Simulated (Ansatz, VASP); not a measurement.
One calculation of Al3InAs4, two programs

```xyz
8
Lattice="5.7164 0.0000 0.0000 0.0000 5.7164 0.0000 0.0000 0.0000 5.7164" Properties=species:S:1:pos:R:3 pbc="T T T"
Al    2.8582    0.0000    0.0000
Al    0.0000    0.0000    2.8582
Al    0.0000    2.8582    0.0000
In    2.8582    2.8582    2.8582
As    4.3515    1.3649    4.3515
As    4.3515    4.3515    1.3649
As    1.3649    1.3649    1.3649
As    1.3649    4.3515    4.3515
```

Alike in both runs: functional PBE; k mesh 6 × 6 × 6; occupations gaussian, width 0.02 eV; no spin polarisation.

Ansatz relaxed the structure, and its values are those at the end. VASP's run is a single point on that final structure, the one shown.

|  | VASP | Ansatz |
| --- | --- | --- |
| version | VASP 6.6.1 | Ansatz 0.2.0 |
| potentials or method | VASP PAW PBE potentials, release 64 (Al, In_d, As), cutoff 520 eV | scalar-relativistic, plane waves, PAW |
| valence electrons in the cell | 42 | 82 |

Ansatz gave:

```
gap on the k mesh at the Fermi level (eV) : 1.57
least direct gap on the mesh (eV)         : 1.57
pressure (GPa)                            : 4.4
rms of the force components (eV/Å)        : 0.006
```

Task: What did VASP give for the same quantities?

Result: gap on the k mesh at the Fermi level (eV): 1.57; least direct gap on the mesh (eV): 1.57; pressure (GPa): 4.6; rms of the force components (eV/Å): 0.008.

VASP's potentials hold 42 valence electrons a cell and Ansatz's 82, so a difference there can come from the potentials and not from the codes. Ansatz's warnings: stress scf threshold loose.
